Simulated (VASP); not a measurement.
# BeTe3 (P-4m2) in VASP: relaxation of cell and atoms with PBE

Aim: the relaxation of cell and atoms of BeTe3 with PBE.

All numbers are computed with VASP 6.6.1; they aren't measurements. Logs are shortened: lines on timing, memory, paths and dates and some standing lists are left out, and cuts for length are marked.

### 1 The cell of the first run

Symmetry: P-4m2, No. 115, tetragonal system. The conventional cell has a = 3.835 Å, b = 3.835 Å, c = 16.209 Å, α = 90.00°, β = 90.00°, γ = 90.00°. Be (site symmetry 2mm) has 4 Te at 2.41 to 2.42 Å within 3.2 Å. Te (site symmetry 2mm) has 2 Be at 2.41 Å within 3.2 Å. Te (site symmetry -4m2) has 4 Be at 2.42 Å within 3.2 Å. Within 3.9 Å of Te (site symmetry 2mm) lie 8 Te at 2.98 to 3.83 Å. Te (site symmetry -4m2) has 8 Te at 2.98 to 3.83 Å within 3.9 Å.

### 2 Relaxation of cell and atoms, PBE

INCAR

```
ALGO = Normal
EDIFF = 1E-7
EDIFFG = -0.01
ENCUT = 600
GGA = PE
IBRION = 2
ISIF = 3
ISMEAR = 0
LASPH = True
LCHARG = False
LREAL = False
LWAVE = False
NELM = 100
NSW = 100
PREC = Accurate
SIGMA = 0.1
```

KPOINTS

```
k-points
0
Gamma
  8 8 2
```

POSCAR

```
BeTe3
1.0
    3.8347355886      0.0000000000      0.0000000000
    0.0000000000      3.8347355886      0.0000000000
    0.0000000000      0.0000000000     16.2092604415
Be Te
2 6
Direct
    0.0000000000      0.5000000000      0.0909820806
    0.5000000000      0.0000000000      0.9090179194
    0.5000000000      0.5000000000      0.1809909966
    0.5000000000      0.5000000000      0.8190090034
    0.0000000000      0.0000000000      0.0000000000
    0.0000000000      0.5000000000      0.3594390593
    0.0000000000      0.0000000000      0.5000000000
    0.5000000000      0.0000000000      0.6405609407
```

Potentials or basis: VASP PAW PBE potentials, release 64 (Be, Te).

The run is started by

```console
$ cat potpaw_PBE.64/Be/POTCAR potpaw_PBE.64/Te/POTCAR > POTCAR
$ mpirun -np 1 vasp_std > vasp.out
```

OUTCAR:

```text
EDIFF = 1E-7
   EDIFFG = -0.01
   ENCUT = 600
   GGA = PE
   IBRION = 2
   ISIF = 3
   ISMEAR = 0
   LASPH = True
   LREAL = False
   NELM = 100
   NSW = 100
   PREC = Accurate

 ion  position               nearest neighbor table
   1  0.000  0.500  0.091-   3 2.41   3 2.41   5 2.42   5 2.42
   2  0.500  0.000  0.909-   4 2.41   4 2.41   5 2.42   5 2.42
   3  0.500  0.500  0.181-   1 2.41   1 2.41   6 3.47   6 3.47
   4  0.500  0.500  0.819-   2 2.41   2 2.41   8 3.47   8 3.47
   5  0.000  0.000  0.000-   1 2.42   2 2.42   1 2.42   2 2.42
   6  0.000  0.500  0.359-   7 2.98   7 2.98   3 3.47   3 3.47
   7  0.000  0.000  0.500-   6 2.98   8 2.98   6 2.98   8 2.98
   8  0.500  0.000  0.641-   7 2.98   7 2.98   4 3.47   4 3.47

  LATTYP: Found a simple tetragonal cell.
 ALAT       =     3.8347355886
 C/A-ratio  =     4.2269564790

  Lattice vectors:

 A1 = (   3.8347355886,   0.0000000000,   0.0000000000)
 A2 = (   0.0000000000,   3.8347355886,   0.0000000000)
 A3 = (   0.0000000000,   0.0000000000,  16.2092604415)

Analysis of symmetry for initial positions (statically):
=====================================================================
 Subroutine PRICEL returns:
 Original cell was already a primitive cell.

 Routine SETGRP: Setting up the symmetry group for a
 simple tetragonal supercell.

 Subroutine GETGRP returns: Found  8 space group operations
 (whereof  8 operations were pure point group operations)
 out of a pool of 16 trial point group operations.

The static configuration has the point symmetry D_2d.

Analysis of symmetry for dynamics (positions and initial velocities):
=====================================================================
 Subroutine PRICEL returns:
 Original cell was already a primitive cell.

 Routine SETGRP: Setting up the symmetry group for a
 simple tetragonal supercell.

 Subroutine GETGRP returns: Found  8 space group operations
 (whereof  8 operations were pure point group operations)
 out of a pool of 16 trial point group operations.

The dynamic configuration has the point symmetry D_2d.

 Subroutine INISYM returns: Found  8 space group operations
 (whereof  8 operations are pure point group operations),
 and found     1 'primitive' translations

----------------------------------------------------------------------------------------

                                     Primitive cell

  volume of cell :     238.3604

  direct lattice vectors                    reciprocal lattice vectors
     3.834735589  0.000000000  0.000000000     0.260774173  0.000000000  0.000000000
     0.000000000  3.834735589  0.000000000     0.000000000  0.260774173  0.000000000
     0.000000000  0.000000000 16.209260441     0.000000000  0.000000000  0.061693129

[... 118 lines left out ...]
  Thomas-Fermi vector in A             =   2.026262
   LORBIT       =      0    0 simple, 1 ext, 2 COOP (PROOUT), +10 PAW based schemes
   GGA     = PE    functional components
   LHFCALC =     F    Hartree Fock is set to
   AEXX    =    0.0000 exact exchange contribution
   IVDW    =     0    specifies the selected vdW correction
   LEPSILON=     F    determine dielectric tensor
   LRPA    =     F    only Hartree local field effects (RPA)
 conjugate gradient relaxation of ions
 non-spin polarized calculation
 Gauss-broadening in eV      SIGMA  =   0.10
  energy-cutoff  :      600.00
  volume of cell :      238.36
 maximum number of plane-waves:      8012
 NGX is ok and might be reduce to    32
   NGX = 15   NGY = 15   NGZ = 65

--------------------------------------- Ionic step        1  -------------------------------------------

 number of electron      40.0000002 magnetization

 Free energy of the ion-electron system (eV)
  ---------------------------------------------------
  ext. energy  EPLUGINS =         0.00000000
  ---------------------------------------------------
  free energy    TOTEN  =       -25.88241954 eV

  energy without entropy =      -25.85369217  energy(sigma->0) =      -25.86805585

------------------------ aborting loop because EDIFF is reached ----------------------------------------

  FORCE on cell =-STRESS in cart. coord.  units (eV):
  Direction    XX          YY          ZZ          XY          YZ          ZX
  --------------------------------------------------------------------------------------
  -------------------------------------------------------------------------------------
  Total        0.2890653      0.2890653      0.3717320      0.0000000      0.0000000      0.0000000
  in kB        1.9429986      1.9429986      2.4986559      0.0000000      0.0000000      0.0000000
  external PRESSURE =       2.1282177 kB  Pullay stress =       0.0000000 kB
[... 29 lines left out ...]
--------------------------------------- Ionic step        2  -------------------------------------------

 number of electron      40.0000003 magnetization

 E-fermi :   4.8349     XC(G=0):  -8.7893

 val. band max:        4.8332757604   @ k =   0.1250   0.0000   0.0000
 cond. band min:       4.8442040856   @ k =   0.5000   0.3750   0.0000
 fundamental gap:      0.0109283251
 Fermi energy:         4.8349296127

 k-point     1 :       0.0000    0.0000    0.0000
  band No.  band energies     occupation
      1      -8.6564      2.00000
      2      -7.3070      2.00000
      3      -7.0777      2.00000
      4      -6.1903      2.00000
      5      -6.0294      2.00000
      6      -4.7662      2.00000
[... 740 lines left out ...]
  FREE ENERGIE OF THE ION-ELECTRON SYSTEM (eV)
  ---------------------------------------------------
  free  energy   TOTEN  =       -25.8906300114 eV

  energy  without entropy=      -25.8646455976  energy(sigma->0) =      -25.87763780

[... ionic steps 4 to 10 ...]

--------------------------------------- Ionic step       11  -------------------------------------------

 number of electron      40.0000002 magnetization

------------------------ aborting loop because EDIFF is reached ----------------------------------------
[... 79 lines left out ...]
--------------------------------------- Ionic step       13  -------------------------------------------

 number of electron      40.0000002 magnetization

 Free energy of the ion-electron system (eV)
  ---------------------------------------------------
  ext. energy  EPLUGINS =         0.00000000
  ---------------------------------------------------
  free energy    TOTEN  =       -25.89757779 eV

  energy without entropy =      -25.87406043  energy(sigma->0) =      -25.88581911

 E-fermi :   4.6514     XC(G=0):  -8.7116

 val. band max:        4.6233051129   @ k =   0.2500   0.1250   0.5000
 cond. band min:       4.6642436122   @ k =   0.1250   0.0000   0.0000
 fundamental gap:      0.0409384992
 Fermi energy:         4.6513952054

 k-point     1 :       0.0000    0.0000    0.0000
  band No.  band energies     occupation
      1      -8.9312      2.00000
      2      -7.3947      2.00000
      3      -7.1701      2.00000
      4      -6.3466      2.00000
      5      -6.0646      2.00000
      6      -4.9222      2.00000
[... 698 lines left out ...]
  FREE ENERGIE OF THE ION-ELECTRON SYSTEM (eV)
  ---------------------------------------------------
  free  energy   TOTEN  =       -25.8975777909 eV

  energy  without entropy=      -25.8740604299  energy(sigma->0) =      -25.88581911

 reached required accuracy - stopping structural energy minimisation
```

OSZICAR:

```text
N       E                     dE             d eps       ncg     rms          rms(c)
DAV:   1     0.194136740850E+03    0.19414E+03   -0.15666E+04  1500   0.142E+03
[... 139 lines left out ...]
DAV:   1    -0.258976958913E+02   -0.22182E-03   -0.22428E-02  1505   0.633E-01    0.128E-01
DAV:   2    -0.258976517423E+02    0.44149E-04   -0.11404E-03  1691   0.153E-01    0.525E-02
DAV:   3    -0.258976082758E+02    0.43466E-04   -0.12943E-04  1696   0.567E-02    0.316E-02
DAV:   4    -0.258975886472E+02    0.19629E-04   -0.51848E-05  1676   0.330E-02    0.183E-02
DAV:   5    -0.258975795446E+02    0.91026E-05   -0.35338E-05  1585   0.257E-02    0.233E-02
DAV:   6    -0.258975779813E+02    0.15633E-05   -0.54460E-06  1593   0.114E-02    0.104E-02
DAV:   7    -0.258975777504E+02    0.23093E-06   -0.15959E-06  1811   0.548E-03    0.537E-03
DAV:   8    -0.258975777909E+02   -0.40539E-07   -0.31595E-07  1008   0.288E-03
  13 F= -.25897578E+02 E0= -.25885819E+02  d E =-.103630E-03
```

CONTCAR:

```text
BeTe3
   1.00000000000000
     3.8524446714766776    0.0000000000000000   -0.0000000000000000
     0.0000000000000000    3.8524446714766776   -0.0000000000000000
    -0.0000000000000000   -0.0000000000000000   16.4043838767328154
  Be              Te
     2     6
Direct
     1.0000000000000000    0.5000000000000000    0.0902669281278450
     0.5000000000000000    1.0000000000000000    0.9097330718721550
     0.5000000000000000    0.5000000000000000    0.1783345621660287
     0.5000000000000000    0.5000000000000000    0.8216654378339714
     0.0000000000000000    0.0000000000000000    0.0000000000000000
     1.0000000000000000    0.5000000000000000    0.3630684951790533
     0.0000000000000000    1.0000000000000000    0.5000000000000000
     0.5000000000000000    0.0000000000000000    0.6369315048209466

  0.00000000E+00  0.00000000E+00  0.00000000E+00
  0.00000000E+00  0.00000000E+00  0.00000000E+00
  0.00000000E+00  0.00000000E+00  0.00000000E+00
  0.00000000E+00  0.00000000E+00  0.00000000E+00
  0.00000000E+00  0.00000000E+00  0.00000000E+00
  0.00000000E+00  0.00000000E+00  0.00000000E+00
  0.00000000E+00  0.00000000E+00  0.00000000E+00
  0.00000000E+00  0.00000000E+00  0.00000000E+00
```

Run time: 14 min. Hardware: 1 thread of Intel Xeon 6975P-C (Granite Rapids), shared host; peak memory 0.53 GiB.

Results:

```yaml
Free_energy: -25.8976 eV
Relaxed_volume: 30.43 Å³/atom
Relaxed_cell: a = 3.852 Å, b = 3.852 Å, c = 16.404 Å, α = 90.00°, β = 90.00°, γ = 90.00°
Space_group_after_relaxing_to_0.1_Å: P-4m2 (No. 115)
Energy_gained_by_relaxing: 1.9 meV/atom
Ionic_steps: 13
Pressure_after_relaxing: 0.0 GPa
Largest_force_after_relaxing: 0.009 eV/Å
Band_gap_on_the_k_mesh: zero (bands 20 and 21 overlap by 1.96 eV)
```

Forces on the atoms (eV/Å):
```
Be   0.000  0.000 -0.009
Be   0.000  0.000  0.009
Te   0.000  0.000  0.002
Te   0.000  0.000 -0.002
Te   0.000  0.000  0.000
Te   0.000  0.000  0.000
Te   0.000  0.000  0.000
Te   0.000  0.000  0.000
```

The path:
| step | energy change (eV) | largest force (eV/Å) | pressure (GPa) | volume (Å³) |
| --- | --- | --- | --- | --- |
| 1 | 0.0000 | 0.1697 | 0.21 | 238.36 |
| 2 | -0.0042 | 0.1625 | 0.05 | 239.73 |
| 3 | -0.0082 | 0.1465 | -0.31 | 242.87 |
| 4 | -0.0109 | 0.1026 | -0.22 | 242.82 |
| 5 | -0.0135 | 0.0422 | -0.02 | 242.71 |
| 6 | -0.0136 | 0.0457 | 0.02 | 242.69 |
| 7 | -0.0139 | 0.0393 | 0.02 | 242.77 |
| 8 | -0.0145 | 0.0308 | 0.00 | 243.03 |
| 9 | -0.0148 | 0.0361 | -0.04 | 243.55 |
| 10 | -0.0148 | 0.0347 | -0.03 | 243.42 |
| 11 | -0.0150 | 0.0216 | 0.02 | 243.19 |
| 12 | -0.0151 | 0.0228 | 0.05 | 243.10 |
| 13 | -0.0152 | 0.0085 | -0.01 | 243.46 |

Final structure:
```
Be Te
1.0
     3.85244    0.00000    0.00000
     0.00000    3.85244    0.00000
     0.00000    0.00000   16.40438
Be Te
2 6
Direct
  0.00000 0.50000 0.09027
  0.50000 0.00000 0.90973
  0.50000 0.50000 0.17833
  0.50000 0.50000 0.82167
  0.00000 0.00000 0.00000
  0.00000 0.50000 0.36307
  0.00000 0.00000 0.50000
  0.50000 0.00000 0.63693
```

Levels at points of the mesh, in eV from the Fermi level:
| k point | band 17 | band 18 | band 19 | band 20 | band 21 | band 22 | band 23 | band 24 |
| --- | --- | --- | --- | --- | --- | --- | --- | --- |
| (0.00, 0.00, 0.00) | -0.12 | -0.12 | -0.07 | 0.61 | 0.61 | 1.27 | 1.57 | 1.57 |
| (0.50, 0.00, 0.00) | -0.75 | -0.72 | -0.71 | 0.46 | 0.81 | 0.91 | 1.22 | 1.32 |
| (0.50, 0.50, 0.00) | -2.00 | -2.00 | -2.00 | -1.55 | -1.06 | 0.18 | 0.18 | 1.30 |
| (0.00, 0.00, 0.50) | -0.25 | -0.25 | 0.56 | 0.75 | 0.75 | 1.11 | 1.50 | 1.50 |
| (0.50, 0.00, 0.50) | -1.36 | -0.75 | -0.71 | 0.46 | 0.91 | 1.04 | 1.32 | 1.32 |
| (0.50, 0.50, 0.50) | -2.00 | -1.99 | -1.99 | -1.38 | -1.22 | 0.16 | 0.16 | 1.26 |

Caveat: spin-orbit coupling is left out, which moves the levels of the heavy elements; this functional lacks dispersion, which binds layers or chains, so the pressure and a relaxed spacing across them are unreliable.

The gap in the log of VASP goes by the Fermi energy; the results here count the filled bands.